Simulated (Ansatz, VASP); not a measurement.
**Ti3Al in VASP and in Ansatz**

```
Ti Al
1.0
     2.79240    0.00000    0.00000
    -1.39620    2.41829    0.00000
     0.00000    0.00000    9.34896
Ti Al
3 1
Direct
  0.66667 0.33333 0.00000
  0.33333 0.66667 0.75046
  0.33333 0.66667 0.24954
  0.66667 0.33333 0.50000
```

Alike in both runs: task single point; functional PBE; k mesh 18 × 18 × 6; occupations gaussian, width 0.15 eV; no spin polarisation.

```csv
,VASP,Ansatz
version,VASP 6.6.1,Ansatz 0.2.0
potentials or method,"VASP PAW PBE potentials, release 64 (Ti_sv, Al), cutoff 520 eV","scalar-relativistic, plane waves, PAW"
valence electrons in the cell,39,39
```

VASP gave:

* gap on the k mesh at the Fermi level (eV): none
* pressure (GPa): 9.8
* traceless stress, the component that is largest in VASP (GPa): -5.89
* rms of the force components (eV/Å): 0.096

Task: Estimate Ansatz's values.

Result: gap on the k mesh at the Fermi level (eV): none; pressure (GPa): 10.2; traceless stress, the component that is largest in VASP (GPa): -5.93; rms of the force components (eV/Å): 0.101.

Atom by atom the forces differ by 0.005 eV/Å (rms over components). A gap of «none» marks a metal or a gap that the smearing closes. With one functional, cell and mesh, what is left measures potentials, basis and numerics.
